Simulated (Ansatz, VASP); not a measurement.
Two plane-wave programs on HRh8

```
Rh H
1.0
     5.36502    0.00000    0.00000
     0.00000    3.79364    0.00000
     0.00000    0.00000   21.24008
Rh H
8 1
Cartesian
  1.3413 1.8968 4.0000
  4.0238 1.8968 4.0000
  0.0000 0.0000 5.3413
  2.6825 0.0000 5.3413
  1.3413 1.8968 6.6981
  4.0238 1.8968 6.6981
  0.0000 0.0000 7.9401
  2.6825 0.0000 7.9401
  1.3413 0.4742 10.4401
```

Alike in both runs: task single point; functional PBE; dispersion D3(BJ); k mesh 5 × 7 × 1; occupations gaussian, width 0.1 eV; no spin polarisation.

|  | VASP | Ansatz |
| --- | --- | --- |
| version | VASP 6.6.1 | Ansatz 0.2.0 |
| potentials or method | VASP PAW PBE potentials, release 64 (Rh_pv, H), cutoff 520 eV | scalar-relativistic, plane waves, PAW |
| valence electrons in the cell | 121 | 137 |

```csv
,VASP,Ansatz,Ansatz less VASP
gap on the k mesh at the Fermi level (eV),none,none,-
rms of the force components (eV/Å),0.474,0.473,-0.0011
```

Atom by atom the forces differ by 0.002 eV/Å (rms over components). A gap of «none» marks a metal or a gap that the smearing closes. VASP's potentials hold 121 valence electrons a cell and Ansatz's 137, so a difference there can come from the potentials and not from the codes.
